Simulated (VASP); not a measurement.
# Pt (Immm) in VASP: further runs

Runs on Pt. Level: PBE. Tasks: single point.

Everything below comes from runs of VASP 6.6.1. Logs are shortened: lines on timing, memory, paths and dates and some standing lists are left out, and cuts for length are marked.

## 1. The cell of the first run

It takes space group Immm (No. 71, orthorhombic). Conventional cell: a = 2.727 Å, b = 2.810 Å, c = 3.916 Å, α = 90.00°, β = 90.00°, γ = 90.00°. Within 3.6 Å of Pt (site symmetry mmm) lie 12 Pt at 2.73 to 2.81 Å.

## 2. Single point, PBE (strain -0.0300 x Voigt [0, 0, 0, 0, 0, 1])

The input, INCAR:

```
PREC = Accurate ; ENCUT = 520
EDIFF = 1E-7 ; ISMEAR = 0
SIGMA = 0.15 ; LREAL = False
LASPH = True ; NELM = 80
ALGO = Fast ; ISIF = 2
LWAVE = False ; LCHARG = False
GGA = PE ; NBANDS = 11
```

The input, KPOINTS:

```
Automatic mesh
0
Gamma
  20 20 20
```

The input, POSCAR:

```
Pt
1.0
   -0.0293685000      1.9579000000      1.9579000000
    1.9579000000     -0.0293685000      1.9579000000
    1.9285315000      1.9285315000      0.0000000000
Pt
1
Direct
    0.0000000000      0.0000000000      0.0000000000
```

Potentials or basis: VASP PAW PBE potentials, release 64 (Pt).

Run with:

```
cat potpaw_PBE.64/Pt/POTCAR > POTCAR
mpirun -np 1 vasp_std > vasp.out
```

OUTCAR:

```text
PREC = Accurate
   ENCUT = 520
   EDIFF = 1E-7
   ISMEAR = 0
   LREAL = False
   LASPH = True
   NELM = 80
   ISIF = 2
   GGA = PE

 ion  position               nearest neighbor table
   1  0.000  0.000  0.000-

  LATTYP: Found a body centered orthorhombic cell.
 ALAT       =     2.7273554028
 B/A-ratio  =     1.0304568528
 C/A-ratio  =     1.4357498095

  Lattice vectors:

 A1 = (   0.0293685000,  -1.9579000000,  -1.9579000000)
 A2 = (  -0.0293685000,   1.9579000000,  -1.9579000000)
 A3 = (   1.9579000000,  -0.0293685000,   1.9579000000)

Analysis of symmetry for initial positions (statically):
=====================================================================
 Subroutine PRICEL returns:
 Original cell was already a primitive cell.

 Routine SETGRP: Setting up the symmetry group for a
 body centered orthorhombic supercell.

 Subroutine GETGRP returns: Found  8 space group operations
 (whereof  8 operations were pure point group operations)
 out of a pool of  8 trial point group operations.

The static configuration has the point symmetry D_2h.

Analysis of symmetry for dynamics (positions and initial velocities):
=====================================================================
 Subroutine PRICEL returns:
 Original cell was already a primitive cell.

 Routine SETGRP: Setting up the symmetry group for a
 body centered orthorhombic supercell.

 Subroutine GETGRP returns: Found  8 space group operations
 (whereof  8 operations were pure point group operations)
 out of a pool of  8 trial point group operations.

The dynamic configuration has the point symmetry D_2h.

 Subroutine INISYM returns: Found  8 space group operations
 (whereof  8 operations are pure point group operations),
 and found     1 'primitive' translations

----------------------------------------------------------------------------------------

                                     Primitive cell

  volume of cell :      15.0073

  direct lattice vectors                    reciprocal lattice vectors
    -0.029368500  1.957900000  1.957900000    -0.251601633  0.251601633  0.255375658
     1.957900000 -0.029368500  1.957900000     0.251601633 -0.251601633  0.255375658
     1.928531500  1.928531500  0.000000000     0.259264627  0.259264627 -0.255375658

  length of vectors
     2.769044479  2.769044479  2.727355403     0.437976586  0.437976586  0.446825492

  position of ions in fractional coordinates (direct lattice)
     0.000000000  0.000000000  0.000000000

  ion indices of the primitive-cell ions
   primitive index   ion index
                 1           1

----------------------------------------------------------------------------------------

 KPOINTS: Automatic mesh

Automatic generation of k-mesh.
 Grid dimensions read from file:
 generate k-points for:   20   20   20

 Generating k-lattice:

  Cartesian coordinates                     Fractional coordinates (reciprocal lattice)
    -0.012580082  0.012580082  0.012768783     0.050000000  0.000000000  0.000000000
     0.012580082 -0.012580082  0.012768783     0.000000000  0.050000000  0.000000000
     0.012963231  0.012963231 -0.012768783     0.000000000  0.000000000  0.050000000

  Length of vectors
     0.021898829  0.021898829  0.022341275

  Shift w.r.t. Gamma in fractional coordinates (k-lattice)
     0.000000000  0.000000000  0.000000000

 Subroutine IBZKPT returns following result:
 ===========================================

 Found   1166 irreducible k-points:

 Following reciprocal coordinates:
            Coordinates               Weight
  0.000000  0.000000  0.000000      1.000000
  0.050000  0.000000  0.000000      4.000000
  0.100000  0.000000  0.000000      4.000000
  0.150000  0.000000  0.000000      4.000000
  0.200000  0.000000  0.000000      4.000000
  0.250000  0.000000  0.000000      4.000000
[... 16 lines left out ...]
 -0.400000  0.050000  0.000000      4.000000
 -0.350000  0.050000  0.000000      4.000000
 [... further k-points ...]
   k-points           NKPTS =   1166   k-points in BZ     NKDIM =   1166   number of bands    NBANDS=     11
   number of dos      NEDOS =    301   number of ions     NIONS =      1
   total plane-waves  NPLWV =  11520
   dimension x,y,z NGX =    24 NGY =   24 NGZ =   20
   dimension x,y,z NGXF=    48 NGYF=   48 NGZF=   40
   ions per type =               1
   NGX,Y,Z   is equivalent  to a cutoff of  14.41, 14.41, 12.19 a.u.
   NGXF,Y,Z  is equivalent  to a cutoff of  28.82, 28.82, 24.38 a.u.
 SYSTEM =  unknown system
   PREC   = accura    normal or accurate (medium, high low for compatibility)
   ISTART =      0    job   : 0-new  1-cont  2-samecut
   ICHARG =      2    charge: 1-file 2-atom 10-const
   ISPIN  =      1    spin polarized calculation?
   LNONCOLLINEAR =      F non collinear calculations
   LSORBIT =      F    spin-orbit coupling
   LASPH  =      T    aspherical Exc in radial PAW
   ENCUT  =  520.0 eV  38.22 Ry    6.18 a.u.   5.15  5.15  5.07*2*pi/ulx,y,z
   NELM   =     80;   NELMIN=  2; NELMDL= -5     # of ELM steps
   EDIFF  = 0.1E-06   stopping-criterion for ELM
   LREAL  =      F    real-space projection
   EDIFFG = 0.1E-05   stopping-criterion for IOM
   NSW    =      0    number of steps for IOM
   IBRION =     -1    ionic relax: 0-MD 1-quasi-New 2-CG
   NFREE  =      0    steps in history (QN), initial steepest desc. (CG)
   ISIF   =      2    stress and relaxation
   ISYM   =      2    0-nonsym 1-usesym 2-fastsym
   POTIM  = 0.5000    time-step for ionic-motion
   TEBEG  =    0.0;   TEEND  =   0.0 temperature during run
   PSTRESS=    0.0 pullay stress
   NELECT =      10.0000    total number of electrons
   NUPDOWN=      -1.0000    fix difference up-down
   EMIN   =  10.00;   EMAX   =-10.00  energy-range for DOS
   EFERMI =   0.00;   METHOD = LEGACY
   ISMEAR =     0;   SIGMA  =   0.15  broadening in eV -4-tet -1-fermi 0-gaus
   EFERMI_NEDOS =   21; number of points for ismear=-14 and -15
   IALGO  =     68    algorithm
   IMIX   =      4    mixing-type and parameters
     AMIX     =   0.40;   BMIX     =  1.00
     AMIX_MAG =   1.60;   BMIX_MAG =  1.00
  volume/ion in A,a.u.               =      15.01       101.27
  Fermi-wavevector in a.u.,A,eV,Ry     =   1.429904  2.702127 27.818821  2.044626
  Thomas-Fermi vector in A             =   2.549807
   LORBIT       =      0    0 simple, 1 ext, 2 COOP (PROOUT), +10 PAW based schemes
   GGA     = PE    functional components
   LHFCALC =     F    Hartree Fock is set to
   AEXX    =    0.0000 exact exchange contribution
   IVDW    =     0    specifies the selected vdW correction
   LEPSILON=     F    determine dielectric tensor
   LRPA    =     F    only Hartree local field effects (RPA)
 non-spin polarized calculation
 RMM-DIIS sequential band-by-band and
 Gauss-broadening in eV      SIGMA  =   0.15
  energy-cutoff  :      520.00
  volume of cell :       15.01
 maximum number of plane-waves:       416
 NGX is ok and might be reduce to    24
   NGX = 11   NGY = 11   NGZ = 11

 number of electron      10.0000000 magnetization

 Free energy of the ion-electron system (eV)
  ---------------------------------------------------
  ext. energy  EPLUGINS =         0.00000000
  ---------------------------------------------------
  free energy    TOTEN  =        -6.08517341 eV

  energy without entropy =       -6.06608616  energy(sigma->0) =       -6.07562978

 E-fermi :  11.3650     XC(G=0): -13.5190

 val. band max:       11.3650312569   @ k =  -0.4000   0.3500   0.1000
 cond. band min:      11.3652491097   @ k =  -0.4500   0.2000   0.0500
 fundamental gap:      0.0002178528
 Fermi energy:        11.3650443361

 k-point     1 :       0.0000    0.0000    0.0000
  band No.  band energies     occupation
      1       1.0874      2.00000
      2       7.3639      2.00000
      3       7.5112      2.00000
      4       7.7287      2.00000
      5       9.7246      2.00000
      6       9.7337      2.00000
      7      25.9723      0.00000
      8      30.5016      0.00000
      9      30.9943      0.00000
     10      31.4781      0.00000
     11      36.3450      0.00000

 k-point     2 :       0.0500    0.0000    0.0000
  band No.  band energies     occupation
      1       1.1861      2.00000
      2       7.3450      2.00000
      3       7.5214      2.00000
      4       7.7678      2.00000
      5       9.7064      2.00000
      6       9.7151      2.00000
      7      26.1225      0.00000
      8      30.0960      0.00000
      9      31.0402      0.00000
     10      31.6274      0.00000
     11      36.9329      0.00000

 k-point     3 :       0.1000    0.0000    0.0000
  band No.  band energies     occupation
      1       1.4750      2.00000
      2       7.2574      2.00000
      3       7.5866      2.00000
      4       7.8723      2.00000
      5       9.6673      2.00000
      6       9.6747      2.00000
      7      26.5372      0.00000
      8      28.9754      0.00000
      9      31.4639      0.00000
     10      32.0654      0.00000
     11      37.9068      0.00000

 k-point     4 :       0.1500    0.0000    0.0000
  band No.  band energies     occupation
      1       1.9292      2.00000
      2       7.1332      2.00000
      3       7.6824      2.00000
      4       8.0010      2.00000
      5       9.6549      2.00000
      6       9.6584      2.00000
      7      27.0519      0.00000
      8      27.6506      0.00000
      9      32.1886      0.00000
     10      32.7602      0.00000
     11      36.8119      0.00000
[... 239 lines left out ...]
 k-point    22 :      -0.4500    0.0500    0.0000
  band No.  band energies     occupation
      1       4.0181      2.00000
      2       7.2727      2.00000
      3       7.7404      2.00000
      4       9.9724      2.00000
      5      11.3408      1.18085
      6      11.9023      0.00000
      7      17.3148      0.00000
      8      25.8483      0.00000
      9      30.0606      0.00000
     10      31.0079      0.00000
     11      39.5368      0.00000

 k-point    23 :      -0.4000    0.0500    0.0000
  band No.  band energies     occupation
      1       4.0075      2.00000
      2       7.3364      2.00000
      3       7.7905      2.00000
      4       9.3400      2.00000
      5      11.0555      1.99648
      6      11.5193      0.14573
      7      18.5658      0.00000
      8      26.0921      0.00000
      9      30.3241      0.00000
     10      31.7824      0.00000
     11      38.4447      0.00000

 k-point    24 :      -0.3500    0.0500    0.0000
  band No.  band energies     occupation
      1       3.9426      2.00000
      2       7.4392      2.00000
      3       7.8833      2.00000
      4       8.4289      2.00000
      5      10.6593      2.00000
      6      11.1292      1.97382
      7      20.2720      0.00000
      8      26.5272      0.00000
      9      30.9376      0.00000
     10      32.9609      0.00000
     11      36.9232      0.00000

 [... further k-points ...]
[... 5 lines left out ...]
  --------------------------------------------------------------------------------------
  -------------------------------------------------------------------------------------
  Total        1.0839818      1.0839818      1.0012689      0.2483489      0.0000000      0.0000000
  in kB      115.7254248    115.7254248    106.8950332     26.5136256      0.0000000      0.0000000
  external PRESSURE =     112.7819609 kB  Pullay stress =       0.0000000 kB

 VOLUME and BASIS-vectors are now :
 -----------------------------------------------------------------------------
  energy-cutoff  :      520.00
  volume of cell :       15.01
      direct lattice vectors                 reciprocal lattice vectors
    -0.029368500  1.957900000  1.957900000    -0.251601633  0.251601633  0.255375658
     1.957900000 -0.029368500  1.957900000     0.251601633 -0.251601633  0.255375658
     1.928531500  1.928531500  0.000000000     0.259264627  0.259264627 -0.255375658

 POSITION                                       TOTAL-FORCE (eV/Angst)
 -----------------------------------------------------------------------------------
      0.00000      0.00000      0.00000        -0.000000     -0.000000      0.000000
 -----------------------------------------------------------------------------------
    total drift:                               -0.000000      0.000000     -0.000000

  FREE ENERGIE OF THE ION-ELECTRON SYSTEM (eV)
  ---------------------------------------------------
  free  energy   TOTEN  =        -6.0851734096 eV

  energy  without entropy=       -6.0660861600  energy(sigma->0) =       -6.07562978
```

It took 58 s on 1 thread of Intel Xeon 6975P-C (Granite Rapids), shared host; peak memory 0.3 GiB.

What came out:

* Free energy: -6.0852 eV
* Pressure: 11.3 GPa
* Band gap on the k mesh: zero (band 5 reaches 11.88 eV, above the bottom of band 6 at 9.57 eV)

Caveat: the cell differs from its parent crystal (strain -0.0300 x Voigt [0, 0, 0, 0, 0, 1]); spin-orbit coupling is left out, which moves the levels of the heavy elements.

## 3. Single point, PBE (strain +0.0150 x Voigt [0, 0, 0, 0, 0, 1])

The input, INCAR:

```
SYSTEM = Pt
PREC = Accurate ; ENCUT = 520
EDIFF = 1E-6 ; ISMEAR = 0
SIGMA = 0.15 ; LREAL = .FALSE.
LASPH = .TRUE. ; NELM = 100
ALGO = Fast ; ISIF = 2
LWAVE = .FALSE. ; LCHARG = .FALSE.
GGA = PE ; NBANDS = 11
```

The input, KPOINTS:

```
regular mesh
0
G
  20 20 20
  0 0 0
```

The input, POSCAR:

```
Pt
1.0
    0.0146842500      1.9579000000      1.9579000000
    1.9579000000      0.0146842500      1.9579000000
    1.9725842500      1.9725842500      0.0000000000
Pt
1
Direct
    0.0000000000      0.0000000000      0.0000000000
```

Potentials or basis: VASP PAW PBE potentials, release 64 (Pt).

Run with:

```
cat potpaw_PBE.64/Pt/POTCAR > POTCAR
mpirun -np 1 vasp_std > vasp.out
```

OUTCAR:

```text
SYSTEM = Pt
   PREC = Accurate
   ENCUT = 520
   EDIFF = 1E-6
   ISMEAR = 0
   LREAL = .FALSE.
   LASPH = .TRUE.
   NELM = 100
   ISIF = 2
   GGA = PE

 ion  position               nearest neighbor table
   1  0.000  0.000  0.000-

  LATTYP: Found a body centered orthorhombic cell.
 ALAT       =     2.7481220683
 B/A-ratio  =     1.0151133501
 C/A-ratio  =     1.4249003147

  Lattice vectors:

 A1 = (   1.9579000000,   0.0146842500,  -1.9579000000)
 A2 = (  -1.9579000000,  -0.0146842500,  -1.9579000000)
 A3 = (   0.0146842500,   1.9579000000,   1.9579000000)

Analysis of symmetry for initial positions (statically):
=====================================================================
 Subroutine PRICEL returns:
 Original cell was already a primitive cell.

 Routine SETGRP: Setting up the symmetry group for a
 body centered orthorhombic supercell.

 Subroutine GETGRP returns: Found  8 space group operations
 (whereof  8 operations were pure point group operations)
 out of a pool of  8 trial point group operations.

The static configuration has the point symmetry D_2h.

Analysis of symmetry for dynamics (positions and initial velocities):
=====================================================================
 Subroutine PRICEL returns:
[... 161 lines left out ...]
 fundamental gap:      0.0018549386
 Fermi energy:        11.3639059509

 k-point     1 :       0.0000    0.0000    0.0000
  band No.  band energies     occupation
      1       1.0864      2.00000
      2       7.4507      2.00000
      3       7.5329      2.00000
      4       7.6329      2.00000
      5       9.7155      2.00000
      6       9.7179      2.00000
      7      25.9792      0.00000
      8      30.7343      0.00000
      9      30.9795      0.00000
     10      31.2224      0.00000
     11      36.3376      0.00000
[... 309 lines left out ...]
 k-point    24 :      -0.3500    0.0500    0.0000
  band No.  band energies     occupation
      1       4.0385      2.00000
      2       7.6136      2.00000
      3       7.6992      2.00000
      4       8.5022      2.00000
      5      10.5261      2.00000
      6      11.2801      1.57071
      7      20.6392      0.00000
      8      26.4467      0.00000
      9      30.9815      0.00000
     10      32.3442      0.00000
     11      36.6887      0.00000

 [... further k-points ...]
[... 5 lines left out ...]
  --------------------------------------------------------------------------------------
  -------------------------------------------------------------------------------------
  Total        1.0430853      1.0430853      1.0222688     -0.1222149      0.0000000      0.0000000
  in kB      111.3405383    111.3405383    109.1185575    -13.0454067      0.0000000      0.0000000
  external PRESSURE =     110.5998780 kB  Pullay stress =       0.0000000 kB

 VOLUME and BASIS-vectors are now :
 -----------------------------------------------------------------------------
  energy-cutoff  :      520.00
  volume of cell :       15.01
      direct lattice vectors                 reciprocal lattice vectors
     0.014684250  1.957900000  1.957900000    -0.257305448  0.257305448  0.255375658
     1.957900000  0.014684250  1.957900000     0.257305448 -0.257305448  0.255375658
     1.972584250  1.972584250  0.000000000     0.253474598  0.253474598 -0.255375658

 POSITION                                       TOTAL-FORCE (eV/Angst)
 -----------------------------------------------------------------------------------
      0.00000      0.00000      0.00000         0.000000      0.000000      0.000000
 -----------------------------------------------------------------------------------
    total drift:                               -0.000000      0.000000     -0.000000

  FREE ENERGIE OF THE ION-ELECTRON SYSTEM (eV)
  ---------------------------------------------------
  free  energy   TOTEN  =        -6.0881276186 eV

  energy  without entropy=       -6.0687623950  energy(sigma->0) =       -6.07844501
```

Run time: 59 s. Hardware: 1 thread of Intel Xeon 6975P-C (Granite Rapids), shared host; peak memory 0.31 GiB.

Results:

```yaml
Free_energy: -6.0881 eV
Pressure: 11.1 GPa
Band_gap_on_the_k_mesh: zero (band 5 reaches 11.87 eV, above the bottom of band 6 at 9.58 eV)
```

Levels at points of the mesh, in eV from the Fermi level:
```
           k point  band 3  band 4  band 5  band 6  band 7  band 8
(0.00, 0.00, 0.00)   -3.83   -3.73   -1.65   -1.65   14.62   19.37
(0.50, 0.00, 0.00)   -3.81   -0.43    0.01    0.10    5.98   14.13
(0.50, 0.50, 0.00)    0.00    0.48    0.50    1.76    8.93   11.12
(0.00, 0.00, 0.50)   -3.79   -0.56   -0.03    0.06    5.77   14.24
(0.50, 0.00, 0.50)   -0.01    0.49    0.50    1.77    8.93   11.40
```

Caveat: the cell differs from its parent crystal (strain +0.0150 x Voigt [0, 0, 0, 0, 0, 1]); spin-orbit coupling is left out, which moves the levels of the heavy elements.

(Part 1 of 2 ends here.)
